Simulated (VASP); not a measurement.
# Ta4Mo3 (Pm-3m) in VASP: single point with PBE

Aim: the single point of Ta4Mo3 with PBE.

Everything below comes from runs of VASP 6.6.1. Logs are shortened: lines on timing, memory, paths and dates and some standing lists are left out, and cuts for length are marked.

## (1) The cell of the first run

It takes space group Pm-3m (No. 221, cubic). Conventional cell: a = 5.290 Å, b = 5.290 Å, c = 5.290 Å, α = 90.00°, β = 90.00°, γ = 90.00°. Within 3.5 Å of Ta (site symmetry 4/mmm) lie 2 Ta at 2.65 Å and 4 Mo at 2.65 Å. Ta (site symmetry m-3m) has 6 Ta at 2.65 Å within 3.5 Å. Within 3.5 Å of Mo (site symmetry 4/mmm) lie 4 Ta at 2.65 Å.

## (2) Single point, PBE

INCAR

```
PREC = Accurate
ENCUT = 520
EDIFF = 1E-6
ISMEAR = 0
SIGMA = 0.1
LREAL = F
LASPH = T
NELM = 100
ALGO = Normal
ISIF = 2
LWAVE = F
LCHARG = T
GGA = PE
LELF = T
LVHAR = T
NBANDS = 52
```

KPOINTS

```
regular mesh
0
Gamma
  4 4 4
```

POSCAR

```
Ta4Mo3
1.0
    5.2903049100      0.0000000000      0.0000000000
    0.0000000000      5.2903049100      0.0000000000
    0.0000000000      0.0000000000      5.2903049100
Ta Mo
4 3
Direct
    0.5000000000      0.0000000000      0.0000000000
    0.0000000000      0.5000000000      0.0000000000
    0.0000000000      0.0000000000      0.5000000000
    0.0000000000      0.0000000000      0.0000000000
    0.0000000000      0.5000000000      0.5000000000
    0.5000000000      0.0000000000      0.5000000000
    0.5000000000      0.5000000000      0.0000000000
```

Potentials or basis: VASP PAW PBE potentials, release 64 (Ta_pv, Mo_sv).

Run with:

```bash
$ cat potpaw_PBE.64/Ta_pv/POTCAR potpaw_PBE.64/Mo_sv/POTCAR > POTCAR
$ mpirun -np 1 vasp_std > vasp.out
```

OUTCAR:

```text
PREC = Accurate
   ENCUT = 520
   EDIFF = 1E-6
   ISMEAR = 0
   LREAL = F
   LASPH = T
   NELM = 100
   ISIF = 2
   GGA = PE

 ion  position               nearest neighbor table
   1  0.500  0.000  0.000-   4 2.65   6 2.65   7 2.65   6 2.65   7 2.65   4 2.65
   2  0.000  0.500  0.000-   4 2.65   5 2.65   7 2.65   5 2.65   4 2.65   7 2.65
   3  0.000  0.000  0.500-   4 2.65   5 2.65   6 2.65   4 2.65   5 2.65   6 2.65
   4  0.000  0.000  0.000-   1 2.65   2 2.65   3 2.65   3 2.65   2 2.65   1 2.65
   5  0.000  0.500  0.500-   2 2.65   3 2.65   2 2.65   3 2.65
   6  0.500  0.000  0.500-   1 2.65   3 2.65   1 2.65   3 2.65
   7  0.500  0.500  0.000-   1 2.65   2 2.65   1 2.65   2 2.65

  LATTYP: Found a simple cubic cell.
 ALAT       =     5.2903049100

  Lattice vectors:

 A1 = (   5.2903049100,   0.0000000000,   0.0000000000)
 A2 = (   0.0000000000,   5.2903049100,   0.0000000000)
 A3 = (   0.0000000000,   0.0000000000,   5.2903049100)

Analysis of symmetry for initial positions (statically):
=====================================================================
 Subroutine PRICEL returns:
 Original cell was already a primitive cell.

 Routine SETGRP: Setting up the symmetry group for a
 simple cubic supercell.

 Subroutine GETGRP returns: Found 48 space group operations
 (whereof 48 operations were pure point group operations)
 out of a pool of 48 trial point group operations.

The static configuration has the point symmetry O_h .

Analysis of symmetry for dynamics (positions and initial velocities):
=====================================================================
 Subroutine PRICEL returns:
 Original cell was already a primitive cell.

 Routine SETGRP: Setting up the symmetry group for a
 simple cubic supercell.

 Subroutine GETGRP returns: Found 48 space group operations
 (whereof 48 operations were pure point group operations)
 out of a pool of 48 trial point group operations.

The dynamic configuration has the point symmetry O_h .

 Subroutine INISYM returns: Found 48 space group operations
 (whereof 48 operations are pure point group operations),
 and found     1 'primitive' translations

----------------------------------------------------------------------------------------

                                     Primitive cell

  volume of cell :     148.0615

  direct lattice vectors                    reciprocal lattice vectors
     5.290304910  0.000000000  0.000000000     0.189025022  0.000000000  0.000000000
[... 87 lines left out ...]
   ISIF   =      2    stress and relaxation
   ISYM   =      2    0-nonsym 1-usesym 2-fastsym
   POTIM  = 0.5000    time-step for ionic-motion
   TEBEG  =    0.0;   TEEND  =   0.0 temperature during run
   PSTRESS=    0.0 pullay stress
   NELECT =      86.0000    total number of electrons
   NUPDOWN=      -1.0000    fix difference up-down
   EMIN   =  10.00;   EMAX   =-10.00  energy-range for DOS
   EFERMI =   0.00;   METHOD = LEGACY
   ISMEAR =     0;   SIGMA  =   0.10  broadening in eV -4-tet -1-fermi 0-gaus
   EFERMI_NEDOS =   21; number of points for ismear=-14 and -15
   IALGO  =     38    algorithm
   IMIX   =      4    mixing-type and parameters
     AMIX     =   0.40;   BMIX     =  1.00
     AMIX_MAG =   1.60;   BMIX_MAG =  1.00
  volume/ion in A,a.u.               =      21.15       142.74
  Fermi-wavevector in a.u.,A,eV,Ry     =   1.365925  2.581225 25.385095  1.865752
  Thomas-Fermi vector in A             =   2.492111
   LORBIT       =      0    0 simple, 1 ext, 2 COOP (PROOUT), +10 PAW based schemes
   GGA     = PE    functional components
   LHFCALC =     F    Hartree Fock is set to
   AEXX    =    0.0000 exact exchange contribution
   IVDW    =     0    specifies the selected vdW correction
   LEPSILON=     F    determine dielectric tensor
   LRPA    =     F    only Hartree local field effects (RPA)
 non-spin polarized calculation
 Gauss-broadening in eV      SIGMA  =   0.10
  energy-cutoff  :      520.00
  volume of cell :      148.06
 maximum number of plane-waves:      4032
 NGX is ok and might be reduce to    40
   NGX = 19   NGY = 19   NGZ = 19

 number of electron      86.0000003 magnetization

 Free energy of the ion-electron system (eV)
  ---------------------------------------------------
  ext. energy  EPLUGINS =         0.00000000
  ---------------------------------------------------
  free energy    TOTEN  =       -69.92111438 eV

  energy without entropy =      -69.86730810  energy(sigma->0) =      -69.89421124

 E-fermi :   5.8614     XC(G=0): -11.5473

 val. band max:        5.8472822300   @ k =   0.5000   0.2500   0.0000
 cond. band min:       5.8628575364   @ k =   0.5000   0.5000   0.2500
 fundamental gap:      0.0155753064
 Fermi energy:         5.8613785122

 k-point     1 :       0.0000    0.0000    0.0000
  band No.  band energies     occupation
      1     -54.6906      2.00000
      2     -54.6861      2.00000
      3     -54.6861      2.00000
      4     -29.2925      2.00000
      5     -29.2925      2.00000
      6     -29.2925      2.00000
[... 539 lines left out ...]
     51       7.1725      0.00000
     52       7.4358      0.00000

------------------------ aborting loop because EDIFF is reached ----------------------------------------

  FORCE on cell =-STRESS in cart. coord.  units (eV):
  Direction    XX          YY          ZZ          XY          YZ          ZX
  --------------------------------------------------------------------------------------
  -------------------------------------------------------------------------------------
  Total       -2.6882867     -2.6882867     -2.6882867     -0.0000000      0.0000000     -0.0000000
  in kB      -29.0900225    -29.0900225    -29.0900225     -0.0000000      0.0000000     -0.0000000
  external PRESSURE =     -29.0900225 kB  Pullay stress =       0.0000000 kB

 VOLUME and BASIS-vectors are now :
 -----------------------------------------------------------------------------
  energy-cutoff  :      520.00
  volume of cell :      148.06
      direct lattice vectors                 reciprocal lattice vectors
     5.290304910  0.000000000  0.000000000     0.189025022  0.000000000  0.000000000
     0.000000000  5.290304910  0.000000000     0.000000000  0.189025022  0.000000000
     0.000000000  0.000000000  5.290304910     0.000000000  0.000000000  0.189025022

 POSITION                                       TOTAL-FORCE (eV/Angst)
 -----------------------------------------------------------------------------------
      2.64515      0.00000      0.00000         0.000000      0.000000      0.000000
      0.00000      2.64515      0.00000         0.000000      0.000000      0.000000
      0.00000      0.00000      2.64515         0.000000      0.000000      0.000000
      0.00000      0.00000      0.00000         0.000000      0.000000      0.000000
      0.00000      2.64515      2.64515         0.000000      0.000000      0.000000
      2.64515      0.00000      2.64515         0.000000      0.000000      0.000000
      2.64515      2.64515      0.00000         0.000000      0.000000      0.000000
 -----------------------------------------------------------------------------------
    total drift:                                0.000000      0.000000     -0.000000

  FREE ENERGIE OF THE ION-ELECTRON SYSTEM (eV)
  ---------------------------------------------------
  free  energy   TOTEN  =       -69.9211143773 eV

  energy  without entropy=      -69.8673081045  energy(sigma->0) =      -69.89421124
```

stdout:

```text
POSCAR found type information on POSCAR TaMo
 POSCAR found :  2 types and       7 ions
 scaLAPACK will be used
 LDA part: xc-table for (Slater+PW92), standard interpolation
 POSCAR, INCAR and KPOINTS ok, starting setup
 FFT: planning ... GRIDC
 FFT: planning ... GRID_SOFT
 FFT: planning ... GRID
 WAVECAR not read
 entering main loop
```

Wall time 2.3 min (1 thread of Intel Xeon 8259CL, shared host); peak memory 0.27 GiB.

Results:

```yaml
Free_energy: -69.9211 eV
Pressure: -2.9 GPa
Band_gap_on_the_k_mesh: zero (band 43 reaches 6.38 eV, above the bottom of band 44 at 5.83 eV)
```

Levels at points of the mesh, in eV from the Fermi level:
| k point | band 39 | band 40 | band 41 | band 42 | band 43 | band 44 | band 45 | band 46 | band 47 | band 48 |
| --- | --- | --- | --- | --- | --- | --- | --- | --- | --- | --- |
| (0.00, 0.00, 0.00) | -1.86 | -1.36 | 0.52 | 0.52 | 0.52 | 1.25 | 1.25 | 1.25 | 1.83 | 1.83 |
| (0.50, 0.00, 0.00) | -0.90 | -0.90 | -0.84 | -0.11 | -0.11 | -0.03 | 0.70 | 0.73 | 1.32 | 1.32 |
| (0.50, 0.50, 0.00) | -0.29 | -0.29 | -0.21 | -0.11 | -0.11 | 0.08 | 0.08 | 0.12 | 0.26 | 1.26 |
| (0.50, 0.50, 0.50) | -0.32 | -0.32 | 0.12 | 0.12 | 0.12 | 0.85 | 0.85 | 0.85 | 0.88 | 0.88 |

Caveat: spin-orbit coupling is left out, which moves the levels of the heavy elements.
